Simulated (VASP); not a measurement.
# In3Se (P4/mmm) in VASP: single point with PBEsol+D3(BJ)

Aim: the single point of In3Se with PBEsol+D3(BJ).

Program: VASP 6.6.1. These are calculated values, not measurements. Logs are shortened: lines on timing, memory, paths and dates and some standing lists are left out, and cuts for length are marked.

## 1. The cell of the first run

The structure is tetragonal, space group P4/mmm (No. 123). Conventional cell: a = 4.651 Å, b = 4.651 Å, c = 4.465 Å, α = 90.00°, β = 90.00°, γ = 90.00°. In (site symmetry mmm) has 8 In at 3.22 to 3.29 Å and 4 Se at 3.22 Å within 4.2 Å. Within 4.2 Å of In (site symmetry 4/mmm) lie 8 In at 3.22 Å and 4 Se at 3.29 Å. Se (site symmetry 4/mmm) has 12 In at 3.22 to 3.29 Å within 4.2 Å.

## 2. Single point, PBEsol+D3(BJ)

INCAR reads:

```
SYSTEM = In3Se
PREC = Accurate
ENCUT = 520
EDIFF = 1E-6
ISMEAR = 0
SIGMA = 0.15
LREAL = .FALSE.
LASPH = .TRUE.
NELM = 100
ALGO = Normal
ISIF = 2
LWAVE = .FALSE.
LCHARG = .FALSE.
GGA = PS
IVDW = 12
NBANDS = 30
```

KPOINTS reads:

```
regular mesh
0
G
  12 12 12
  0 0 0
```

POSCAR reads:

```
In3Se
1.0
    4.6507086231      0.0000000000      0.0000000000
    0.0000000000      4.6507086231      0.0000000000
    0.0000000000      0.0000000000      4.4646802782
In Se
3 1
Direct
    0.0000000000      0.5000000000      0.5000000000
    0.5000000000      0.0000000000      0.5000000000
    0.5000000000      0.5000000000      0.0000000000
    0.0000000000      0.0000000000      0.0000000000
```

Potentials or basis: VASP PAW PBE potentials, release 64 (In_d, Se).

Started as:

```bash
$ cat potpaw_PBE.64/In_d/POTCAR potpaw_PBE.64/Se/POTCAR > POTCAR
$ mpirun -np 1 vasp_std > vasp.out
```

OUTCAR:

```text
SYSTEM = In3Se
   PREC = Accurate
   ENCUT = 520
   EDIFF = 1E-6
   ISMEAR = 0
   LREAL = .FALSE.
   LASPH = .TRUE.
   NELM = 100
   ISIF = 2
   GGA = PS
   IVDW = 12
 IVDW          = 12

 ion  position               nearest neighbor table
   1  0.000  0.500  0.500-   3 3.22   4 3.22   3 3.22   4 3.22   4 3.22   4 3.22   3 3.22   3 3.22
                             2 3.29   2 3.29   2 3.29   2 3.29
   2  0.500  0.000  0.500-   3 3.22   4 3.22   3 3.22   4 3.22   3 3.22   3 3.22   4 3.22   4 3.22
                             1 3.29   1 3.29   1 3.29   1 3.29
   3  0.500  0.500  0.000-   1 3.22   2 3.22   1 3.22   2 3.22   2 3.22   2 3.22   1 3.22   1 3.22
                             4 3.29   4 3.29   4 3.29   4 3.29
   4  0.000  0.000  0.000-   1 3.22   2 3.22   1 3.22   2 3.22   1 3.22   1 3.22   2 3.22   2 3.22
                             3 3.29   3 3.29   3 3.29   3 3.29

  LATTYP: Found a simple tetragonal cell.
 ALAT       =     4.6507086231
 C/A-ratio  =     0.9600000000

  Lattice vectors:

 A1 = (   4.6507086231,   0.0000000000,   0.0000000000)
 A2 = (   0.0000000000,   4.6507086231,   0.0000000000)
 A3 = (   0.0000000000,   0.0000000000,   4.4646802782)

Analysis of symmetry for initial positions (statically):
=====================================================================
 Subroutine PRICEL returns:
 Original cell was already a primitive cell.

 Routine SETGRP: Setting up the symmetry group for a
 simple tetragonal supercell.

 Subroutine GETGRP returns: Found 16 space group operations
 (whereof 16 operations were pure point group operations)
 out of a pool of 16 trial point group operations.

The static configuration has the point symmetry D_4h.

Analysis of symmetry for dynamics (positions and initial velocities):
=====================================================================
 Subroutine PRICEL returns:
 Original cell was already a primitive cell.

 Routine SETGRP: Setting up the symmetry group for a
 simple tetragonal supercell.

 Subroutine GETGRP returns: Found 16 space group operations
 (whereof 16 operations were pure point group operations)
 out of a pool of 16 trial point group operations.

The dynamic configuration has the point symmetry D_4h.

 Subroutine INISYM returns: Found 16 space group operations
 (whereof 16 operations are pure point group operations),
 and found     1 'primitive' translations

----------------------------------------------------------------------------------------

                                     Primitive cell

  volume of cell :      96.5670

  direct lattice vectors                    reciprocal lattice vectors
     4.650708623  0.000000000  0.000000000     0.215020996  0.000000000  0.000000000
     0.000000000  4.650708623  0.000000000     0.000000000  0.215020996  0.000000000
     0.000000000  0.000000000  4.464680278     0.000000000  0.000000000  0.223980204

  length of vectors
     4.650708623  4.650708623  4.464680278     0.215020996  0.215020996  0.223980204

  position of ions in fractional coordinates (direct lattice)
     0.000000000  0.500000000  0.500000000
     0.500000000  0.000000000  0.500000000
     0.500000000  0.500000000  0.000000000
     0.000000000  0.000000000  0.000000000

  ion indices of the primitive-cell ions
   primitive index   ion index
                 1           1
                 2           2
                 3           3
                 4           4

----------------------------------------------------------------------------------------

 KPOINTS: regular mesh

Automatic generation of k-mesh.
 Grid dimensions read from file:
 generate k-points for:   12   12   12

 Generating k-lattice:

  Cartesian coordinates                     Fractional coordinates (reciprocal lattice)
     0.017918416  0.000000000  0.000000000     0.083333333  0.000000000  0.000000000
     0.000000000  0.017918416  0.000000000     0.000000000  0.083333333  0.000000000
     0.000000000  0.000000000  0.018665017     0.000000000  0.000000000  0.083333333

  Length of vectors
     0.017918416  0.017918416  0.018665017

  Shift w.r.t. Gamma in fractional coordinates (k-lattice)
     0.000000000  0.000000000  0.000000000

 Subroutine IBZKPT returns following result:
 ===========================================

 Found    196 irreducible k-points:

 Following reciprocal coordinates:
            Coordinates               Weight
  0.000000  0.000000  0.000000      1.000000
  0.083333  0.000000  0.000000      4.000000
  0.166667  0.000000  0.000000      4.000000
  0.250000  0.000000  0.000000      4.000000
  0.333333  0.000000  0.000000      4.000000
  0.416667  0.000000  0.000000      4.000000
[... 16 lines left out ...]
  0.333333  0.333333  0.000000      4.000000
  0.416667  0.333333  0.000000      8.000000
 [... further k-points ...]
   k-points           NKPTS =    196   k-points in BZ     NKDIM =    196   number of bands    NBANDS=     30
   number of dos      NEDOS =    301   number of ions     NIONS =      4
   total plane-waves  NPLWV =  46656
   dimension x,y,z NGX =    36 NGY =   36 NGZ =   36
   dimension x,y,z NGXF=    72 NGYF=   72 NGZF=   72
   ions per type =               3   1
   NGX,Y,Z   is equivalent  to a cutoff of  12.87, 12.87, 13.40 a.u.
   NGXF,Y,Z  is equivalent  to a cutoff of  25.74, 25.74, 26.81 a.u.
 SYSTEM =  In3Se
   PREC   = accura    normal or accurate (medium, high low for compatibility)
   ISTART =      0    job   : 0-new  1-cont  2-samecut
   ICHARG =      2    charge: 1-file 2-atom 10-const
   ISPIN  =      1    spin polarized calculation?
   LNONCOLLINEAR =      F non collinear calculations
   LSORBIT =      F    spin-orbit coupling
   LASPH  =      T    aspherical Exc in radial PAW
   ENCUT  =  520.0 eV  38.22 Ry    6.18 a.u.   8.65  8.65  8.30*2*pi/ulx,y,z
   NELM   =    100;   NELMIN=  2; NELMDL= -5     # of ELM steps
   EDIFF  = 0.1E-05   stopping-criterion for ELM
   LREAL  =      F    real-space projection
   EDIFFG = 0.1E-04   stopping-criterion for IOM
   NSW    =      0    number of steps for IOM
   IBRION =     -1    ionic relax: 0-MD 1-quasi-New 2-CG
   NFREE  =      0    steps in history (QN), initial steepest desc. (CG)
   ISIF   =      2    stress and relaxation
   ISYM   =      2    0-nonsym 1-usesym 2-fastsym
   POTIM  = 0.5000    time-step for ionic-motion
   TEBEG  =    0.0;   TEEND  =   0.0 temperature during run
   PSTRESS=    0.0 pullay stress
   NELECT =      45.0000    total number of electrons
   NUPDOWN=      -1.0000    fix difference up-down
   EMIN   =  10.00;   EMAX   =-10.00  energy-range for DOS
   EFERMI =   0.00;   METHOD = LEGACY
   ISMEAR =     0;   SIGMA  =   0.15  broadening in eV -4-tet -1-fermi 0-gaus
   EFERMI_NEDOS =   21; number of points for ismear=-14 and -15
   IALGO  =     38    algorithm
   IMIX   =      4    mixing-type and parameters
     AMIX     =   0.40;   BMIX     =  1.00
     AMIX_MAG =   1.60;   BMIX_MAG =  1.00
  volume/ion in A,a.u.               =      24.14       162.92
  Fermi-wavevector in a.u.,A,eV,Ry     =   1.269218  2.398474 21.917810  1.610914
  Thomas-Fermi vector in A             =   2.402271
   LORBIT       =      0    0 simple, 1 ext, 2 COOP (PROOUT), +10 PAW based schemes
   GGA     = PS    functional components
   LHFCALC =     F    Hartree Fock is set to
   AEXX    =    0.0000 exact exchange contribution
   IVDW    =    12    specifies the selected vdW correction
   LEPSILON=     F    determine dielectric tensor
   LRPA    =     F    only Hartree local field effects (RPA)
 non-spin polarized calculation
 Gauss-broadening in eV      SIGMA  =   0.15
  energy-cutoff  :      520.00
  volume of cell :       96.57
 maximum number of plane-waves:      2634
 NGX is ok and might be reduce to    36
   NGX = 17   NGY = 17   NGZ = 17

 number of electron      44.9999992 magnetization

 Free energy of the ion-electron system (eV)
  ---------------------------------------------------
  ext. energy  EPLUGINS =         0.00000000
  ---------------------------------------------------
  free energy    TOTEN  =       -13.20863454 eV

  energy without entropy =      -13.19303085  energy(sigma->0) =      -13.20083269

 E-fermi :   7.2875     XC(G=0): -10.5487

 val. band max:        7.2868431643   @ k =   0.3333   0.0000   0.0000
 cond. band min:       7.2932309743   @ k =   0.2500   0.1667   0.4167
 fundamental gap:      0.0063878100
 Fermi energy:         7.2874999578

 k-point     1 :       0.0000    0.0000    0.0000
  band No.  band energies     occupation
      1      -7.6003      2.00000
      2      -7.5577      2.00000
      3      -7.5577      2.00000
      4      -7.5145      2.00000
      5      -7.4020      2.00000
      6      -7.3560      2.00000
[... 22 lines left out ...]
     29      12.9204      0.00000
     30      14.1181      0.00000

 k-point     2 :       0.0833    0.0000    0.0000
  band No.  band energies     occupation
      1      -7.5907      2.00000
      2      -7.5562      2.00000
      3      -7.5485      2.00000
      4      -7.5066      2.00000
      5      -7.3993      2.00000
      6      -7.3513      2.00000
[... 22 lines left out ...]
     29      13.1389      0.00000
     30      14.5075      0.00000

 k-point     3 :       0.1667    0.0000    0.0000
  band No.  band energies     occupation
      1      -7.5630      2.00000
      2      -7.5520      2.00000
      3      -7.5213      2.00000
      4      -7.4834      2.00000
      5      -7.3928      2.00000
      6      -7.3366      2.00000
[... 22 lines left out ...]
     29      13.6707      0.00000
     30      14.6810      0.00000

 k-point     4 :       0.2500    0.0000    0.0000
  band No.  band energies     occupation
      1      -7.5461      2.00000
      2      -7.5207      2.00000
      3      -7.4777      2.00000
      4      -7.4465      2.00000
      5      -7.3848      2.00000
      6      -7.3120      2.00000
[... 22 lines left out ...]
     29      14.2781      0.00000
     30      14.8105      0.00000

 k-point     5 :       0.3333    0.0000    0.0000
  band No.  band energies     occupation
      1      -7.5399      2.00000
      2      -7.4702      2.00000
      3      -7.4207      2.00000
      4      -7.3991      2.00000
      5      -7.3760      2.00000
      6      -7.2805      2.00000
[... 22 lines left out ...]
     29      14.0771      0.00000
     30      14.4667      0.00000
[... 526 lines left out ...]
     29      11.9706      0.00000
     30      12.6481      0.00000

 k-point    22 :       0.5000    0.2500    0.0000
  band No.  band energies     occupation
      1      -7.4587      2.00000
      2      -7.3788      2.00000
      3      -7.3631      2.00000
      4      -7.3117      2.00000
      5      -7.3092      2.00000
      6      -7.2758      2.00000
[... 22 lines left out ...]
     29      11.7243      0.00000
     30      13.7206      0.00000

 k-point    23 :       0.3333    0.3333    0.0000
  band No.  band energies     occupation
      1      -7.4321      2.00000
      2      -7.4221      2.00000
      3      -7.3743      2.00000
      4      -7.3384      2.00000
      5      -7.3297      2.00000
      6      -7.2944      2.00000
[... 22 lines left out ...]
     29      11.8239      0.00000
     30      12.0590      0.00000

 k-point    24 :       0.4167    0.3333    0.0000
  band No.  band energies     occupation
      1      -7.4119      2.00000
      2      -7.3978      2.00000
      3      -7.3451      2.00000
      4      -7.3277      2.00000
      5      -7.3041      2.00000
      6      -7.2975      2.00000
[... 22 lines left out ...]
     29      11.9009      0.00000
     30      13.0295      0.00000

 [... further k-points ...]

------------------------ aborting loop because EDIFF is reached ----------------------------------------

 Edisp (eV)   -1.47991

 E8    (eV) :    -1.0419

  FORCE on cell =-STRESS in cart. coord.  units (eV):
  Direction    XX          YY          ZZ          XY          YZ          ZX
  --------------------------------------------------------------------------------------
  -------------------------------------------------------------------------------------
  Total      -0.01632    -0.01632     0.05507     0.00000     0.00000     0.00000
  in kB      -0.27073    -0.27073     0.91367     0.00000     0.00000     0.00000
  external pressure =        0.12 kB  Pullay stress =        0.00 kB

 VOLUME and BASIS-vectors are now :
 -----------------------------------------------------------------------------
  energy-cutoff  :      520.00
  volume of cell :       96.57
      direct lattice vectors                 reciprocal lattice vectors
     4.650708623  0.000000000  0.000000000     0.215020996  0.000000000  0.000000000
     0.000000000  4.650708623  0.000000000     0.000000000  0.215020996  0.000000000
     0.000000000  0.000000000  4.464680278     0.000000000  0.000000000  0.223980204

 POSITION                                       TOTAL-FORCE (eV/Angst)
 -----------------------------------------------------------------------------------
      0.00000      2.32535      2.23234         0.000000      0.000000      0.000000
      2.32535      0.00000      2.23234         0.000000      0.000000      0.000000
      2.32535      2.32535      0.00000         0.000000      0.000000      0.000000
      0.00000      0.00000      0.00000         0.000000      0.000000      0.000000
 -----------------------------------------------------------------------------------
    total drift:                                0.000000      0.000000      0.000000

  FREE ENERGIE OF THE ION-ELECTRON SYSTEM (eV)
  ---------------------------------------------------
  free  energy   TOTEN  =       -14.6885415979 eV

  energy  without entropy=      -14.6729379141  energy(sigma->0) =      -14.68073976
```

Wall time 6.2 min (1 thread of Intel Xeon Platinum 8259CL at 2.50GHz (Skylake/Cascade Lake), shared host); peak memory 0.57 GiB.

What came out:

```
Free energy                : -14.6885 eV
Pressure                   : 0.0 GPa
Band gap on the k mesh     : zero (an odd number of electrons rules out a gap without spin polarisation)
Dispersion energy per atom : -0.370 eV
```

Stress tensor (GPa, compression positive):
```
-0.03  0.00  0.00
 0.00 -0.03  0.00
 0.00  0.00  0.09
```

Caveat: the PAW data sets were made with another functional, which shifts forces and pressure a little; spin-orbit coupling is left out, which moves the levels of the heavy elements.
